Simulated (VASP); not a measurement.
# Al (a cell with a defect): single point with PBE

Crystal: Al (a cell with a defect).

```
CELL_PARAMETERS angstrom
4.05000 0.00000 0.00000
0.00000 4.05000 0.00000
0.00000 0.00000 4.05000
ATOMIC_POSITIONS crystal
Al 0.37676 0.37676 0.00000
Al 0.52168 0.97656 0.50000
Al 0.97656 0.52168 0.50000
```

- Program: VASP 6.6.1
- Task: single point
- Functional: PBE
- Potentials or basis: VASP PAW PBE potentials, release 64 (Al)
- Cutoff: 400 eV
- k mesh: 4 × 4 × 4
- Occupations: gaussian, width 0.05 eV
- Spin: no spin polarisation

```json
{
 "Pressure": "-2.2 GPa",
 "Largest force": "0.682 eV/Å"
}
```

Forces on the atoms (eV/Å):
```
Al   0.482  0.482  0.000
Al  -0.263 -0.219  0.000
Al  -0.219 -0.263  0.000
```

Stress tensor (GPa, compression positive):
```
-3.10 -3.02  0.00
-3.02 -3.10  0.00
 0.00  0.00 -0.30
```

Levels at points of the mesh, in eV from the Fermi level:
```csv
k point,band 1,band 2,band 3,band 4,band 5,band 6,band 7,band 8,band 9
"(0.00, 0.00, 0.00)",-9.28,-1.42,-1.16,-1.12,-0.16,0.28,1.54,5.77,6.57
"(0.50, 0.00, 0.00)",-7.65,-6.36,0.17,0.32,1.43,1.69,1.90,2.32,2.70
"(0.00, 0.00, 0.50)",-7.68,-6.29,-0.13,0.43,1.04,1.54,2.33,2.55,3.31
"(0.50, 0.50, 0.00)",-6.05,-4.95,-4.72,-3.14,1.37,2.79,3.55,3.77,4.51
"(0.00, 0.50, 0.50)",-5.86,-5.06,-4.99,-2.93,1.80,2.65,2.82,3.65,4.73
"(0.50, 0.50, 0.50)",-4.10,-3.64,-3.39,-3.36,-2.13,-2.10,-1.52,1.28,10.89
```

Wall time 14 s on 1 thread of Intel(R) Xeon(R) Platinum 8375C CPU @ 2.90GHz (Ice Lake), on a shared host, peak memory 0.14 GiB.

Caveat: the k points lie up to 0.39 Å⁻¹ apart.
